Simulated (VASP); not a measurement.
# Nd (Fm-3m) in VASP: single point with LDA

Aim: the single point of Nd with LDA.

All numbers are computed with VASP 6.6.1; they aren't measurements. Logs are shortened: lines on timing, memory, paths and dates and some standing lists are left out, and cuts for length are marked.

## 1. The cell of the first run

Symmetry: Fm-3m, No. 225, cubic system. The conventional cell has a = 5.210 Å, b = 5.210 Å, c = 5.210 Å, α = 90.00°, β = 90.00°, γ = 90.00°. Within 4.8 Å of Nd (site symmetry m-3m) lie 12 Nd at 3.68 Å.

This isn't the form of Nd at room conditions, which is double hcp.

## 2. Single point, LDA, collinear spin, ferromagnetic start

The input, INCAR:

```
  PREC = Accurate
  ENCUT = 500
  EDIFF = 1E-6
  ISMEAR = -5
  SIGMA = 0.05
  LREAL = False
  LASPH = True
  NELM = 200
  ALGO = Normal
  ISIF = 2
  LWAVE = False
  LCHARG = False
  ISPIN = 2
  MAGMOM = 3
  LORBIT = 11
  LMAXMIX = 6
  GGA = CA
  NBANDS = 16
  GGA_COMPAT = False
```

The input, KPOINTS:

```
Automatic mesh
0
Gamma
  9 9 9
```

The input, POSCAR:

```
Nd
1.0
    0.0000000000      2.6049204508      2.6049204508
    2.6049204508      0.0000000000      2.6049204508
    2.6049204508      2.6049204508      0.0000000000
Nd
1
Direct
    0.0000000000      0.0000000000      0.0000000000
```

Potentials or basis: VASP PAW PBE potentials, release 64 (Nd_3), 4f in core.

Run with:

```console
$ cat potpaw_PBE.64/Nd_3/POTCAR > POTCAR
$ mpirun -np 1 vasp_std > vasp.out
```

OUTCAR:

```text
PREC = Accurate
   ENCUT = 500
   EDIFF = 1E-6
   ISMEAR = -5
   LREAL = False
   LASPH = True
   NELM = 200
   ISIF = 2
   ISPIN = 2
   LORBIT = 11
   GGA = CA

 ion  position               nearest neighbor table
   1  0.000  0.000  0.000-

  LATTYP: Found a face centered cubic cell.
 ALAT       =     5.2098409016

  Lattice vectors:

 A1 = (   0.0000000000,   2.6049204508,   2.6049204508)
 A2 = (   2.6049204508,   0.0000000000,   2.6049204508)
 A3 = (   2.6049204508,   2.6049204508,   0.0000000000)

Analysis of symmetry for initial positions (statically):
=====================================================================
 Subroutine PRICEL returns:
 Original cell was already a primitive cell.

 Routine SETGRP: Setting up the symmetry group for a
 face centered cubic supercell.

 Subroutine GETGRP returns: Found 48 space group operations
 (whereof 48 operations were pure point group operations)
 out of a pool of 48 trial point group operations.

The static configuration has the point symmetry O_h .

Analysis of symmetry for dynamics (positions and initial velocities):
=====================================================================
 Subroutine PRICEL returns:
 Original cell was already a primitive cell.

 Routine SETGRP: Setting up the symmetry group for a
 face centered cubic supercell.

 Subroutine GETGRP returns: Found 48 space group operations
 (whereof 48 operations were pure point group operations)
 out of a pool of 48 trial point group operations.

The dynamic configuration has the point symmetry O_h .

Analysis of structural, dynamic, and magnetic symmetry:
=====================================================================
 Subroutine PRICEL returns:
 Original cell was already a primitive cell.

 Routine SETGRP: Setting up the symmetry group for a
 face centered cubic supercell.

 Subroutine GETGRP returns: Found 48 space group operations
 (whereof 48 operations were pure point group operations)
 out of a pool of 48 trial point group operations.

The overall configuration has the point symmetry O_h .

 Subroutine INISYM returns: Found 48 space group operations
 (whereof 48 operations are pure point group operations),
 and found     1 'primitive' translations

----------------------------------------------------------------------------------------

                                     Primitive cell

  volume of cell :      35.3520

  direct lattice vectors                    reciprocal lattice vectors
     0.000000000  2.604920451  2.604920451    -0.191944441  0.191944441  0.191944441
     2.604920451  0.000000000  2.604920451     0.191944441 -0.191944441  0.191944441
     2.604920451  2.604920451  0.000000000     0.191944441  0.191944441 -0.191944441

  length of vectors
     3.683913830  3.683913830  3.683913830     0.332457524  0.332457524  0.332457524

  position of ions in fractional coordinates (direct lattice)
     0.000000000  0.000000000  0.000000000

  ion indices of the primitive-cell ions
   primitive index   ion index
                 1           1

----------------------------------------------------------------------------------------

 KPOINTS: Automatic mesh

Automatic generation of k-mesh.
 Grid dimensions read from file:
 generate k-points for:    9    9    9

 Generating k-lattice:

  Cartesian coordinates                     Fractional coordinates (reciprocal lattice)
    -0.021327160  0.021327160  0.021327160     0.111111111  0.000000000  0.000000000
     0.021327160 -0.021327160  0.021327160     0.000000000  0.111111111  0.000000000
     0.021327160  0.021327160 -0.021327160     0.000000000  0.000000000  0.111111111

  Length of vectors
     0.036939725  0.036939725  0.036939725

  Shift w.r.t. Gamma in fractional coordinates (k-lattice)
     0.000000000  0.000000000  0.000000000

 TETIRR: Found    115 inequivalent tetrahedra from     4374

 Subroutine IBZKPT returns following result:
 ===========================================

 Found     35 irreducible k-points:

 Following reciprocal coordinates:
            Coordinates               Weight
  0.000000  0.000000  0.000000      1.000000
  0.111111  0.000000  0.000000      8.000000
  0.222222  0.000000  0.000000      8.000000
  0.333333  0.000000  0.000000      8.000000
  0.444444  0.000000  0.000000      8.000000
  0.111111  0.111111  0.000000      6.000000
[... 16 lines left out ...]
 -0.333333  0.333333  0.000000     12.000000
  0.444444  0.444444  0.000000      6.000000
 [... further k-points ...]
   k-points           NKPTS =     35   k-points in BZ     NKDIM =     35   number of bands    NBANDS=     16
   number of dos      NEDOS =    301   number of ions     NIONS =      1
   total plane-waves  NPLWV =  21952
   dimension x,y,z NGX =    28 NGY =   28 NGZ =   28
   dimension x,y,z NGXF=    56 NGYF=   56 NGZF=   56
   ions per type =               1
   NGX,Y,Z   is equivalent  to a cutoff of  12.64, 12.64, 12.64 a.u.
   NGXF,Y,Z  is equivalent  to a cutoff of  25.27, 25.27, 25.27 a.u.
 SYSTEM =  unknown system
   PREC   = accura    normal or accurate (medium, high low for compatibility)
   ISTART =      0    job   : 0-new  1-cont  2-samecut
   ICHARG =      2    charge: 1-file 2-atom 10-const
   ISPIN  =      2    spin polarized calculation?
   LNONCOLLINEAR =      F non collinear calculations
   LSORBIT =      F    spin-orbit coupling
   LASPH  =      T    aspherical Exc in radial PAW
   ENCUT  =  500.0 eV  36.75 Ry    6.06 a.u.   6.72  6.72  6.72*2*pi/ulx,y,z
   NELM   =    200;   NELMIN=  2; NELMDL= -5     # of ELM steps
   EDIFF  = 0.1E-05   stopping-criterion for ELM
   LREAL  =      F    real-space projection
   EDIFFG = 0.1E-04   stopping-criterion for IOM
   NSW    =      0    number of steps for IOM
   IBRION =     -1    ionic relax: 0-MD 1-quasi-New 2-CG
   NFREE  =      0    steps in history (QN), initial steepest desc. (CG)
   ISIF   =      2    stress and relaxation
   ISYM   =      2    0-nonsym 1-usesym 2-fastsym
   POTIM  = 0.5000    time-step for ionic-motion
   TEBEG  =    0.0;   TEEND  =   0.0 temperature during run
   PSTRESS=    0.0 pullay stress
   NELECT =      11.0000    total number of electrons
   NUPDOWN=      -1.0000    fix difference up-down
   EMIN   =  10.00;   EMAX   =-10.00  energy-range for DOS
   EFERMI =   0.00;   METHOD = LEGACY
   ISMEAR =    -5;   SIGMA  =   0.05  broadening in eV -4-tet -1-fermi 0-gaus
   EFERMI_NEDOS =   21; number of points for ismear=-14 and -15
   IALGO  =     38    algorithm
   IMIX   =      4    mixing-type and parameters
     AMIX     =   0.40;   BMIX     =  1.00
     AMIX_MAG =   1.60;   BMIX_MAG =  1.00
  volume/ion in A,a.u.               =      35.35       238.57
  Fermi-wavevector in a.u.,A,eV,Ry     =   1.109348  2.096364 16.744060  1.230654
  Thomas-Fermi vector in A             =   2.245887
   LORBIT       =     11    0 simple, 1 ext, 2 COOP (PROOUT), +10 PAW based schemes
   GGA     = CA    functional components
   LHFCALC =     F    Hartree Fock is set to
   AEXX    =    0.0000 exact exchange contribution
   IVDW    =     0    specifies the selected vdW correction
   LEPSILON=     F    determine dielectric tensor
   LRPA    =     F    only Hartree local field effects (RPA)
 spin polarized calculation
 Fermi weights with tetrahedron method with Bloechl corrections
  energy-cutoff  :      500.00
  volume of cell :       35.35
 maximum number of plane-waves:       914
   NGX = 13   NGY = 13   NGZ = 13

 number of electron      11.0000000 magnetization       0.0006457

 number of electron      11.0000000 magnetization      -0.0000695

 Free energy of the ion-electron system (eV)
  ---------------------------------------------------
  ext. energy  EPLUGINS =         0.00000000
  ---------------------------------------------------
  free energy    TOTEN  =        -5.36347636 eV

  energy without entropy =       -5.36347636  energy(sigma->0) =       -5.36347636

 E-fermi :   3.1072     XC(G=0):  -9.8442

 val. band max:        3.1868945187   @ k =  -0.3333   0.4444   0.2222
 cond. band min:       3.0690982419   @ k =   0.2222   0.2222   0.0000
 fundamental gap:     -0.1177962768
 Fermi energy:         3.1072154831

 spin component 1

 k-point     1 :       0.0000    0.0000    0.0000
  band No.  band energies     occupation
      1     -34.6833      1.00000
      2     -15.3594      1.00000
      3     -15.3594      1.00000
      4     -15.3594      1.00000
      5      -0.8001      1.00000
      6       4.5485      0.00000
[... 8 lines left out ...]
     15      17.1999      0.00000
     16      25.9907      0.00000

 k-point     2 :       0.1111    0.0000    0.0000
  band No.  band energies     occupation
      1     -34.6695      1.00000
      2     -15.4912      1.00000
      3     -15.3754      1.00000
      4     -15.3754      1.00000
      5      -0.4557      1.00000
      6       4.2436      0.00000
[... 8 lines left out ...]
     15      18.7691      0.00000
     16      22.9390      0.00000

 k-point     3 :       0.2222    0.0000    0.0000
  band No.  band energies     occupation
      1     -34.6342      1.00000
      2     -15.8098      1.00000
      3     -15.4155      1.00000
      4     -15.4155      1.00000
      5       0.3728      1.00000
      6       3.8092      0.00000
[... 8 lines left out ...]
     15      18.9208      0.00000
     16      20.7004      0.00000
[... 362 lines left out ...]
 k-point    23 :      -0.3333    0.3333    0.0000
  band No.  band energies     occupation
      1     -34.5336      1.00000
      2     -16.0603      1.00000
      3     -16.0504      1.00000
      4     -15.5994      1.00000
      5       2.2592      1.00000
      6       2.9941      0.96250
[... 8 lines left out ...]
     15      18.6223      0.00000
     16      20.3491      0.00000

 k-point    24 :       0.4444    0.4444    0.0000
  band No.  band energies     occupation
      1     -34.5288      1.00000
      2     -16.2941      1.00000
      3     -15.7158      1.00000
      4     -15.7158      1.00000
      5       1.1598      1.00000
      6       1.8234      1.00000
[... 8 lines left out ...]
     15      20.2012      0.00000
     16      20.7410      0.00000

 [... further k-points ...]

 spin component 2

 k-point     1 :       0.0000    0.0000    0.0000
  band No.  band energies     occupation
      1     -34.6834      1.00000
      2     -15.3595      1.00000
      3     -15.3595      1.00000
      4     -15.3595      1.00000
      5      -0.8001      1.00000
      6       4.5484      0.00000
[... 8 lines left out ...]
     15      17.1999      0.00000
     16      25.9906      0.00000

 k-point     2 :       0.1111    0.0000    0.0000
  band No.  band energies     occupation
      1     -34.6696      1.00000
      2     -15.4913      1.00000
      3     -15.3755      1.00000
      4     -15.3755      1.00000
      5      -0.4557      1.00000
      6       4.2435      0.00000
[... 8 lines left out ...]
     15      18.7691      0.00000
     16      22.9389      0.00000

 k-point     3 :       0.2222    0.0000    0.0000
  band No.  band energies     occupation
      1     -34.6343      1.00000
      2     -15.8098      1.00000
      3     -15.4155      1.00000
      4     -15.4155      1.00000
      5       0.3728      1.00000
      6       3.8092      0.00000
[... 8 lines left out ...]
     15      18.9207      0.00000
     16      20.7004      0.00000
[... 362 lines left out ...]
 k-point    23 :      -0.3333    0.3333    0.0000
  band No.  band energies     occupation
      1     -34.5337      1.00000
      2     -16.0604      1.00000
      3     -16.0505      1.00000
      4     -15.5995      1.00000
      5       2.2592      1.00000
      6       2.9941      0.96258
[... 8 lines left out ...]
     15      18.6222      0.00000
     16      20.3490      0.00000

 k-point    24 :       0.4444    0.4444    0.0000
  band No.  band energies     occupation
      1     -34.5289      1.00000
      2     -16.2942      1.00000
      3     -15.7159      1.00000
      4     -15.7159      1.00000
      5       1.1597      1.00000
      6       1.8234      1.00000
[... 8 lines left out ...]
     15      20.2012      0.00000
     16      20.7409      0.00000

 [... further k-points ...]

------------------------ aborting loop because EDIFF is reached ----------------------------------------

  FORCE on cell =-STRESS in cart. coord.  units (eV):
  Direction    XX          YY          ZZ          XY          YZ          ZX
  --------------------------------------------------------------------------------------
  -------------------------------------------------------------------------------------
  Total       -0.7782561     -0.7782561     -0.7782561      0.0000000     -0.0000000      0.0000000
  in kB      -35.2711589    -35.2711589    -35.2711589      0.0000000     -0.0000000      0.0000000
  external PRESSURE =     -35.2711589 kB  Pullay stress =       0.0000000 kB

 VOLUME and BASIS-vectors are now :
 -----------------------------------------------------------------------------
  energy-cutoff  :      500.00
  volume of cell :       35.35
      direct lattice vectors                 reciprocal lattice vectors
     0.000000000  2.604920451  2.604920451    -0.191944441  0.191944441  0.191944441
     2.604920451  0.000000000  2.604920451     0.191944441 -0.191944441  0.191944441
     2.604920451  2.604920451  0.000000000     0.191944441  0.191944441 -0.191944441

 POSITION                                       TOTAL-FORCE (eV/Angst)
 -----------------------------------------------------------------------------------
      0.00000      0.00000      0.00000         0.000000     -0.000000      0.000000
 -----------------------------------------------------------------------------------
    total drift:                               -0.000000     -0.000000     -0.000000

  FREE ENERGIE OF THE ION-ELECTRON SYSTEM (eV)
  ---------------------------------------------------
  free  energy   TOTEN  =        -5.3634763643 eV

  energy  without entropy=       -5.3634763643  energy(sigma->0) =       -5.36347636

 total charge

# of ion       s       p       d       tot
------------------------------------------
    1        2.162   5.765   0.966   8.892

 magnetization (x)

# of ion       s       p       d       tot
------------------------------------------
    1        0.000  -0.000  -0.000  -0.000
```

It took 74 s on 1 thread of Intel Xeon 8259CL, shared host; peak memory 0.17 GiB.

What came out:

| Property | Result |
| --- | --- |
| Free energy | -5.3635 eV |
| Pressure | -3.5 GPa |
| Net moment | 0.00 μB per cell |
| Valence electrons inside the program's atomic spheres | Nd 8.89 |

Levels at points of the mesh, in eV from the Fermi level:
Spin up:
| k point | band 2 | band 3 | band 4 | band 5 | band 6 | band 7 | band 8 | band 9 |
| --- | --- | --- | --- | --- | --- | --- | --- | --- |
| (0.00, 0.00, 0.00) | -18.47 | -18.47 | -18.47 | -3.91 | 1.44 | 1.44 | 1.44 | 3.73 |
Spin down:
| k point | band 2 | band 3 | band 4 | band 5 | band 6 | band 7 | band 8 | band 9 |
| --- | --- | --- | --- | --- | --- | --- | --- | --- |
| (0.00, 0.00, 0.00) | -18.47 | -18.47 | -18.47 | -3.91 | 1.44 | 1.44 | 1.44 | 3.73 |

Caveat: the magnetic or orbital state may not be the lowest; the cell stands under tension; the moments typed at the start vanished in this run; the PAW data sets were made with another functional, which shifts forces and pressure a little; spin-orbit coupling is left out, which moves the levels of the heavy elements; the 4f electrons are frozen in the core, so they carry no moment and show no levels; tetrahedron occupations give inexact forces and stress in metals.
